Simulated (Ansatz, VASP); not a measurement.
**BSe2: VASP beside Ansatz**

The input INCAR:

```
SYSTEM = BSe2
ALGO = Normal ; EDIFF = 1E-6
ENCUT = 520 ; GGA = PE
ISIF = 2 ; ISMEAR = 1
LASPH = .True. ; LCHARG = .False.
LREAL = .False. ; LWAVE = .False.
NBANDS = 24 ; NELM = 60
PREC = Accurate ; SIGMA = 0.0277
```

Contents of KPOINTS:

```
k-points
0
Gamma
  6 6 3
  0 0 0
```

Contents of POSCAR:

```
BSe2
1.0
    3.1597980000      2.8002310000      0.0000000000
    3.1597980000     -2.8002310000      0.0000000000
    0.0000000000      0.0000000000     -8.7486950000
B Se
2 4
Direct
    0.0000000000      0.0000000000      0.0000000000
    0.5000000000      0.5000000000      0.5000000000
    0.2139400000      0.7860600000      0.8766900000
    0.2860600000      0.7139400000      0.3766900000
    0.7860600000      0.2139400000      0.1233100000
    0.7139400000      0.2860600000      0.6233100000
```

Input for Ansatz:

```yaml
crystal:
  lattice:
    - [3.159798, 2.800231, 0.0]
    - [3.159798, -2.800231, 0.0]
    - [0.0, 0.0, -8.748695]
  atoms:
    - { symbol: B, position: [0.0, 0.0, 0.0] }
    - { symbol: B, position: [0.5, 0.5, 0.5] }
    - { symbol: Se, position: [0.21394, 0.78606, 0.87669] }
    - { symbol: Se, position: [0.28606, 0.71394, 0.37669] }
    - { symbol: Se, position: [0.78606, 0.21394, 0.12331] }
    - { symbol: Se, position: [0.71394, 0.28606, 0.62331] }
  symmetry: { tolerance: 0.0003 }
kpoints:
  mp_grid: { grid: [6, 6, 3], shift: [0, 0, 0] }
  band_path:
    path:
      - [0.0, 0.0, 0.0]
      - [0.5, 0.5, 0.0]
      - [0.55365986, 0.44634014, 0.0]
      - [0.44634014, -0.44634014, 0.0]
      - [0.0, 0.0, 0.0]
      - [0.0, 0.0, -0.5]
      - [0.44634014, -0.44634014, -0.5]
      - [0.55365986, 0.44634014, -0.5]
      - [0.5, 0.5, -0.5]
      - [0.5, 0.5, 0.0]
      - [0.0, 0.0, 0.0]
    npoints: 6
magnetization:
  spin_polarized: false
scf:
  occupations: { method: cold, width: 0.0277 }
  lower_state_search: "off"
  max_iter: 200
hamiltonian:
  pseudopotentials: { kind: paw }
  xc: pbe
basis:
  ecutwfc: 420
  fft_grid_basis: typed
output:
  forces: true
  stress: true
  eigenvalues: true
  bader: true
  populations: true
  elf: true
  write_potential: true
  volumetric_format: npy
  dos:
    e_range: [-12, 8]
    de: 0.05
    projected: { site_lists: { B: [B], Se: [Se] } }
checkpoint:
  read: saved_state
```

Alike in both runs: task single point; functional PBE; k mesh 6 × 6 × 3; no spin polarisation.

```csv
,VASP,Ansatz
version,VASP 6.6.1,Ansatz 0.2.0
potentials or method,"VASP PAW PBE potentials, release 64 (B, Se), cutoff 520 eV",PAW plane waves
occupations,"methfessel-paxton of order 1, width 0.0277 eV","cold, width 0.0277 eV"
valence electrons in the cell,30,70
```

```csv
,VASP,Ansatz,Ansatz less VASP
pressure (GPa),20.0,19.6,-0.36
"traceless stress, the component that is largest in VASP (GPa)",-19.36,-18.98,+0.377
rms of the force components (eV/Å),4.047,3.969,-0.0784
```

Atom by atom the forces differ by 0.078 eV/Å (rms over components). VASP's potentials hold 30 valence electrons a cell and Ansatz's 70, so a difference there can come from the potentials and not from the codes.
